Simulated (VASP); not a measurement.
Input of a VASP 6.6.1 run:

INCAR

```
SYSTEM = WS2
PREC = Accurate
ENCUT = 520
EDIFF = 1E-7
ISMEAR = 0
SIGMA = 0.02
LREAL = .FALSE.
LASPH = .TRUE.
NELM = 100
ALGO = Normal
ISIF = 2
LWAVE = .FALSE.
LCHARG = .FALSE.
GGA = CA
NBANDS = 35
```

File KPOINTS:

```
Automatic mesh
0
G
  12 12 4
  0 0 0
```

POSCAR

```
WS2
1.0
    3.1269995533      0.0000000028      0.0000000000
   -1.5634997791      2.7080610493      0.0000000000
    0.0000000000      0.0000000000     12.1602604462
W S
2 4
Direct
    0.3333333333      0.6666666667      0.2500000000
    0.6666666667      0.3333333333      0.7500000000
    0.3333333333      0.6666666667      0.6215380483
    0.6666666667      0.3333333333      0.1215380483
    0.3333333333      0.6666666667      0.8784619517
    0.6666666667      0.3333333333      0.3784619517
```

Potentials or basis: VASP PAW LDA potentials, release 64 (W_sv, S).

Run with:

```sh
$ cat potpaw_LDA.64/W_sv/POTCAR potpaw_LDA.64/S/POTCAR > POTCAR
$ mpirun -np 1 vasp_std > vasp.out
```

Problem. Estimate the largest force.

Solution. 0.045 eV/Å.

Problem. What does it give for the pressure?

Solution. 0.4 GPa.

Forces on the atoms (eV/Å):
```
W    0.000  0.000  0.000
W    0.000  0.000  0.000
S    0.000  0.000 -0.045
S    0.000  0.000 -0.045
S    0.000  0.000  0.045
S    0.000  0.000  0.045
```
